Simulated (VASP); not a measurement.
Input of a VASP 6.6.1 run:

File INCAR:

```
SYSTEM = BeS
ALGO = Normal ; EDIFF = 1E-7
ENCUT = 520 ; GGA = PE
ISIF = 2 ; ISMEAR = 0
LASPH = .TRUE. ; LCHARG = .TRUE.
LELF = .TRUE. ; LREAL = .FALSE.
LVHAR = .TRUE. ; LWAVE = .FALSE.
NBANDS = 11 ; NELM = 100
PREC = Accurate ; SIGMA = 0.01
```

File KPOINTS:

```
k-points
0
G
  6 6 6
  0 0 0
```

Contents of POSCAR:

```
BeS
1.0
    0.0000000000      2.4099631680      2.4530041424
    2.4099631680      0.0000000000      2.4530041424
    2.4099631680      2.4099631680      0.0000000000
Be S
1 1
Direct
    0.0000000000      0.0000000000      0.0000000000
    0.2500000000      0.2500000000      0.2500000000
```

Potentials or basis: VASP PAW PBE potentials, release 64 (Be, S).

Run with:

```sh
$ cat potpaw_PBE.64/Be/POTCAR potpaw_PBE.64/S/POTCAR > POTCAR
$ mpirun -np 1 vasp_std > vasp.out
```

Task: Predict the band gap on the k mesh.

Result: 3.03 eV, indirect (least direct gap 5.63 eV).

Task: Estimate the pressure.

Result: 1.7 GPa.

Stress tensor (GPa, compression positive):
```
2.28 0.00 0.00
0.00 2.28 0.00
0.00 0.00 0.50
```

Caveat: the cell differs from its parent crystal (epitaxial xy strain -1.0%). A k mesh can miss the band edges.
